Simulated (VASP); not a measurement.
Here is a VASP 6.6.1 calculation.

File INCAR:

```
PREC = Accurate ; ENCUT = 520
EDIFF = 1E-6 ; ISMEAR = 0
SIGMA = 0.15 ; LREAL = F
LASPH = T ; NELM = 100
ALGO = Normal ; ISIF = 2
LWAVE = F ; LCHARG = F
GGA = PE ; NBANDS = 29
```

KPOINTS

```
regular mesh
0
Gamma
  14 14 14
```

POSCAR

```
TiSi2
1.0
    0.0000000000      4.1351811254      4.2795976059
    2.4038689114      0.0000000000      4.2795976059
    2.4038689114      4.1351811254      0.0000000000
Ti Si
2 4
Direct
    0.7573020884      0.7573020884      0.7426979116
    0.5073020884      0.5073020884      0.4926979116
    0.0868244589      0.4131755411      0.0868244589
    0.4131755411      0.0868244589      0.4131755411
    0.1631755411      0.8368244589      0.1631755411
    0.8368244589      0.1631755411      0.8368244589
```

Potentials or basis: VASP PAW PBE potentials, release 64 (Ti_sv, Si).

Launch:

```console
$ cat potpaw_PBE.64/Ti_sv/POTCAR potpaw_PBE.64/Si/POTCAR > POTCAR
$ mpirun -np 1 vasp_std > vasp.out
```

Q: What does it give for the band gap on the k mesh?

A: Zero (band 20 reaches 10.70 eV, above the bottom of band 21 at 8.87 eV).

Q: What does it give for the pressure?

A: 0.3 GPa.

Q: Estimate the largest force.

A: 0.819 eV/Å.

Forces in eV/Å, atoms in the order of the input:
```
Ti   0.000  0.000 -0.819
Ti   0.000  0.000 -0.819
Si  -0.198  0.022  0.410
Si   0.198 -0.022  0.410
Si  -0.198 -0.022  0.410
Si   0.198  0.022  0.410
```

Caveat: the cell differs from its parent crystal (all Ti atoms moved +0.062 Å, as atom 1 along Cartesian [0 0 1]).
